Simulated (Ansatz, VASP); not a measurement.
This is a calculation of NaCl for VASP 6.6.1.

The input INCAR:

```
SYSTEM = NaCl
PREC = Accurate
ENCUT = 520
EDIFF = 1E-7
ISMEAR = 0
SIGMA = 0.03
LREAL = .False.
LASPH = .True.
NELM = 80
ALGO = Normal
ISIF = 2
LWAVE = .False.
LCHARG = .False.
GGA = PE
NBANDS = 14
```

Contents of KPOINTS:

```
regular mesh
0
Gamma
  8 8 8
  0 0 0
```

Contents of POSCAR:

```
NaCl
1.0
    0.0000000000      2.7940632177      2.7940632177
    2.7940632177      0.0000000000      2.7940632177
    2.7940632177      2.7940632177      0.0000000000
Cl Na
1 1
Direct
    0.5000000000      0.5000000000      0.5000000000
    0.0000000000      0.0000000000      0.0000000000
```

Potentials or basis: VASP PAW PBE potentials, release 64 (Cl, Na_pv).

The run is started by

```console
$ cat potpaw_PBE.64/Cl/POTCAR potpaw_PBE.64/Na_pv/POTCAR > POTCAR
$ mpirun -np 1 vasp_std > vasp.out
```

Translate it to Ansatz 0.2.0. Potentials there: all-electron LAPW, scalar-relativistic.

As run (the cutoff follows the program's own potentials):

input.yaml

```yaml
crystal:
  lattice:
    - [0.0, 2.7940632177, 2.7940632177]
    - [2.7940632177, 0.0, 2.7940632177]
    - [2.7940632177, 2.7940632177, 0.0]
  atoms:
    - { symbol: Cl, position: [0.5, 0.5, 0.5] }
    - { symbol: Na, position: [0.0, 0.0, 0.0] }
kpoints:
  mp_grid: { grid: [8, 8, 8] }
scf:
  occupations: { method: gaussian, width: 0.03 }
hamiltonian:
  xc: pbe
  pseudopotentials: { kind: all_electron, lapw: { basis_error: 0.001 } }
output:
  forces: true
  stress: true
  eigenvalues: true
```

Potentials or basis: all-electron LAPW, scalar-relativistic.

The run is started by

```sh
$ ansatz run input.yaml --threads 1 --pin off --max-ram 3072MiB --backend cpu --events-out ev --progress --plain --runs-dir out
```

Both were run:

|  | VASP | Ansatz | Ansatz less VASP |
| --- | --- | --- | --- |
| gap on the k mesh at the Fermi level (eV) | 5.22 | 5.22 | 0.000 |
| least direct gap on the mesh (eV) | 5.22 | 5.22 | 0.000 |
| pressure (GPa) | 1.5 | 1.6 | +0.04 |

Ansatz ran all-electron here, and VASP with PAW potentials.
